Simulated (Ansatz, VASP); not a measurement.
**KBr: VASP beside Ansatz**

```
K Br
1.0
     0.00000    3.30225    3.30225
     3.30225    0.00000    3.30225
     3.30225    3.30225    0.00000
K Br
1 1
Direct
  0.00000 0.00000 0.00000
  0.50000 0.50000 0.50000
```

Alike in both runs: task single point; functional HSE06; k mesh 4 × 4 × 4; no spin polarisation.

|  | VASP | Ansatz |
| --- | --- | --- |
| version | VASP 6.6.1 | Ansatz 0.2.0 |
| potentials or method | VASP PAW PBE potentials, release 64 (K_sv, Br) | plane waves, PAW |
| plane-wave cutoff (eV) | 520 | 420 |
| occupations | gaussian, width 0.01 eV | fixed |
| valence electrons in the cell | 16 | 16 |

```tsv
	VASP	Ansatz	Ansatz less VASP
gap on the k mesh at the Fermi level (eV)	5.59	5.60	+0.003
pressure (GPa)	0.5	0.4	-0.02
```

Ansatz's warnings: stress exchange threshold loose, stress scf threshold loose.
